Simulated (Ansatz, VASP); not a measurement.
# LaAl2SnRu2: VASP beside Ansatz

The input POSCAR:

```
LaAl2SnRu2
1.0
    4.5502420000      0.0000000000      0.0000000000
    0.0000000000      4.5502420000      0.0000000000
    0.0000000000      0.0000000000      6.1181060000
La Sn Al Ru
1 1 2 2
Direct
    0.0000000000      0.0000000000      0.5000000000
    0.0000000000      0.0000000000      0.0000000000
    0.5000000000      0.5000000000      0.2537000000
    0.5000000000      0.5000000000      0.7463000000
    0.0000000000      0.5000000000      0.0000000000
    0.5000000000      0.0000000000      0.0000000000
```

File INCAR.step1:

```
SYSTEM = LaAl2SnRu2
  PREC = Accurate
  ENCUT = 620
  ISMEAR = -1
  SIGMA = 0.1
  LREAL = .False.
  LASPH = .True.
  NELM = 200
  NBANDS = 40
  GGA = PE
  ALGO = Normal
  EDIFF = 1E-5
  LWAVE = .True.
  LCHARG = .False.
  GGA_COMPAT = .False.
  LMAXMIX = 6
```

File INCAR.step2:

```
SYSTEM = LaAl2SnRu2
  PREC = Accurate
  ENCUT = 620
  EDIFF = 1E-6
  ISMEAR = -1
  SIGMA = 0.1
  LREAL = .False.
  LASPH = .True.
  NELM = 200
  ALGO = Normal
  ISIF = 2
  LWAVE = .False.
  LCHARG = .False.
  METAGGA = R2SCAN
  LMIXTAU = .True.
  NBANDS = 40
  ISTART = 1
  GGA_COMPAT = .False.
  LMAXMIX = 6
```

Contents of KPOINTS:

```
regular mesh
0
Gamma
  4 4 3
  0 0 0
```

Input for Ansatz:

```yaml
crystal:
  lattice:
    - [4.550242, 0.0, 0.0]
    - [0.0, 4.550242, 0.0]
    - [0.0, 0.0, 6.118106]
  atoms:
    - { symbol: La, position: [0.0, 0.0, 0.5] }
    - { symbol: Sn, position: [0.0, 0.0, 0.0] }
    - { symbol: Al, position: [0.5, 0.5, 0.2537] }
    - { symbol: Al, position: [0.5, 0.5, 0.7463] }
    - { symbol: Ru, position: [0.0, 0.5, 0.0] }
    - { symbol: Ru, position: [0.5, 0.0, 0.0] }
  symmetry: { tolerance: 0.0003 }
kpoints:
  mp_grid: { grid: [4, 4, 3], shift: [0, 0, 0] }
magnetization:
  spin_polarized: false
scf:
  occupations: { method: fermi_dirac }
hamiltonian:
  pseudopotentials: { kind: paw }
  xc: r2scan
basis:
  ecutwfc: 500
output:
  forces: true
  stress: true
  eigenvalues: true
```

Alike in both runs: task single point; functional r2SCAN; k mesh 4 × 4 × 3; no spin polarisation.

```csv
,VASP,Ansatz
version,VASP 6.6.1,Ansatz 0.2.0
potentials or method,"VASP PAW PBE potentials, release 64 (La, Sn_d, Al, Ru_sv), cutoff 620 eV",PAW plane waves
occupations,"fermi-dirac, width 0.1 eV",fermi-dirac
valence electrons in the cell,63,63
```

|  | VASP | Ansatz | Ansatz less VASP |
| --- | --- | --- | --- |
| gap on the k mesh at the Fermi level (eV) | none | none | - |
| pressure (GPa) | 10.9 | 10.5 | -0.32 |
| traceless stress, the component that is largest in VASP (GPa) | -14.07 | -13.69 | +0.375 |
| rms of the force components (eV/Å) | 0.215 | 0.216 | +0.0011 |

VASP's potentials were made for PBE, not for r2SCAN. Atom by atom the forces differ by 0.001 eV/Å (rms over components). A gap of «none» marks a metal or a gap that the smearing closes.

Neither program's run includes spin-orbit coupling.
